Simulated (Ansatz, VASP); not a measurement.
**One calculation of W, two programs**

File POSCAR:

```
W
1.0
   -1.5174350000      1.5174350000      1.6771650000
    1.5174350000     -1.5174350000      1.6771650000
    1.5174350000      1.5174350000     -1.6771650000
W
1
Direct
    0.0000000000      0.0000000000      0.0000000000
```

The input INCAR.step1:

```
PREC = Accurate
ENCUT = 520
ISMEAR = 0
SIGMA = 0.15
LREAL = F
LASPH = T
NELM = 100
NBANDS = 13
GGA = PE
ALGO = Normal
EDIFF = 1E-4
LWAVE = T
LCHARG = F
```

INCAR.step2

```
PREC = Accurate
ENCUT = 520
EDIFF = 1E-6
ISMEAR = 0
SIGMA = 0.15
LREAL = F
LASPH = T
NELM = 100
ALGO = Normal
ISIF = 2
LWAVE = F
LCHARG = F
METAGGA = R2SCAN
LMIXTAU = T
NBANDS = 13
ISTART = 1
```

Contents of KPOINTS:

```
regular mesh
0
Gamma
  20 20 20
```

Input for Ansatz:

```yaml
crystal:
  lattice:
    - [-1.517435, 1.517435, 1.677165]
    - [1.517435, -1.517435, 1.677165]
    - [1.517435, 1.517435, -1.677165]
  atoms:
    - { symbol: W, position: [0.0, 0.0, 0.0] }
basis:
  ecutwfc: 500
kpoints:
  mp_grid: { grid: [20, 20, 20] }
hamiltonian:
  xc: r2scan
scf:
  occupations: { method: gaussian, width: 0.15 }
output:
  forces: true
  stress: true
  eigenvalues: true
```

Change from the starting cell: strain -0.050 along x and y, +0.050 along z, atoms carried along.

Alike in both runs: task single point; functional r2SCAN; k mesh 20 × 20 × 20; occupations gaussian, width 0.15 eV; no spin polarisation.

```csv
,VASP,Ansatz
version,VASP 6.6.1,Ansatz 0.2.0
potentials or method,"VASP PAW PBE potentials, release 64 (W_sv), cutoff 520 eV","scalar-relativistic, plane waves, PAW"
valence electrons in the cell,14,14
```

|  | VASP | Ansatz | Ansatz less VASP |
| --- | --- | --- | --- |
| gap on the k mesh at the Fermi level (eV) | none | none | - |
| pressure (GPa) | 12.8 | 11.4 | -1.41 |
| traceless stress, the component that is largest in VASP (GPa) | -20.77 | -20.86 | -0.094 |

VASP's potentials were made for PBE, not for r2SCAN. A gap of «none» marks a metal or a gap that the smearing closes.

Neither program's run includes spin-orbit coupling.
